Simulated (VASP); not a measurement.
**MnO: single point with PBEsol+U**

Crystal: MnO.

```xyz
4
Lattice="3.3717 0.0000 0.0000 -1.6859 2.9200 0.0000 0.0000 0.0000 5.3855" Properties=species:S:1:pos:R:3 pbc="T T T"
Mn    0.0000    1.9467    0.0590
Mn    1.6859    0.9733    2.7518
O     0.1517    1.9467    2.0221
O     1.6859    0.9733    4.7148
```

```
Program             : VASP 6.6.1
Task                : single point
Functional          : PBEsol
Potentials or basis : VASP PAW PBE potentials, release 64 (Mn_pv, O)
Cutoff              : 600 eV
k mesh              : 6 × 6 × 3
Occupations         : fermi-dirac, width 0.15 eV
Spin                : collinear spin, ferromagnetic start
Starting moments    : [4.0, 4.0, 0.0, 0.0] μB
Hubbard terms       : Mn d U = 4.5 eV
```

```json
{
  "Pressure": "6.7 GPa",
  "Largest force": "1.269 eV/Å",
  "Band gap on the k mesh": "0.06 eV",
  "Net moment": "10.00 μB per cell",
  "Site moments": "Mn +4.60, +4.59; O +0.10 μB",
  "Valence electrons inside the program's atomic spheres": "Mn 11.44, 11.46; O 5.02, 5.01"
}
```

Forces in eV/Å, atoms in the order of the input:
```
Mn  -0.065 -0.004 -0.817
Mn   1.015 -0.287 -0.706
O   -1.028  0.299  0.635
O    0.078 -0.008  0.888
```

Stress tensor (GPa, compression positive):
```
 4.16 -3.21  2.70
-3.21  3.51 -0.66
 2.70 -0.66 12.52
```

Levels at points of the mesh, in eV from the valence-band top:
Spin up:
```csv
k point,band 21,band 22,band 23,band 24,band 25,band 26,band 27,band 28
"(0.00, 0.00, 0.00)",-1.17,-0.74,-0.18,0.00,0.06,4.41,6.25,11.93
"(0.50, 0.00, 0.00)",-2.63,-2.46,-1.02,-0.66,4.58,4.88,5.91,8.00
"(0.00, 0.50, 0.00)",-2.61,-2.56,-1.19,-0.79,4.58,4.88,6.24,8.08
"(0.50, 0.50, 0.00)",-2.80,-2.51,-1.31,-0.97,4.62,4.93,6.57,8.18
```
Spin down:
```tsv
k point	band 10	band 11	band 12	band 13	band 14	band 15	band 16	band 17	band 18	band 19
(0.00, 0.00, 0.00)	-3.95	-3.78	-3.71	-3.66	-3.49	0.52	3.28	3.65	3.72	4.56
(0.50, 0.00, 0.00)	-4.88	-4.51	-3.91	-3.80	-3.71	2.30	2.84	3.63	4.25	4.34
(0.00, 0.50, 0.00)	-4.97	-4.42	-3.90	-3.73	-3.71	2.38	2.72	3.43	4.10	4.34
(0.50, 0.50, 0.00)	-5.07	-4.32	-4.00	-3.73	-3.56	2.46	2.62	3.13	4.03	4.35
```

Eigenvalues of the final occupation matrices:
| site | spin | trace | eigenvalues |
| --- | --- | --- | --- |
| site 1 d | 1 | 4.75 | 0.95 0.95 0.95 0.95 0.95 |
| site 1 d | 2 | 0.23 | 0.02 0.02 0.06 0.06 0.07 |
| site 2 d | 1 | 4.75 | 0.94 0.95 0.95 0.95 0.95 |
| site 2 d | 2 | 0.24 | 0.02 0.02 0.05 0.07 0.08 |

Run time: 4.8 min on 1 thread of Oxide Virtual Turin-like Processor, on a shared host, peak memory 0.28 GiB.

Caveat: the stress differs along the axes, from 4 to 13 GPa; the smearing spreads over this small gap; the PAW data sets were made with another functional, which shifts forces and pressure a little; the run started ferromagnetic, and an antiferromagnetic order may lie lower in energy. The state reached can hang on the start; a lower one may exist.
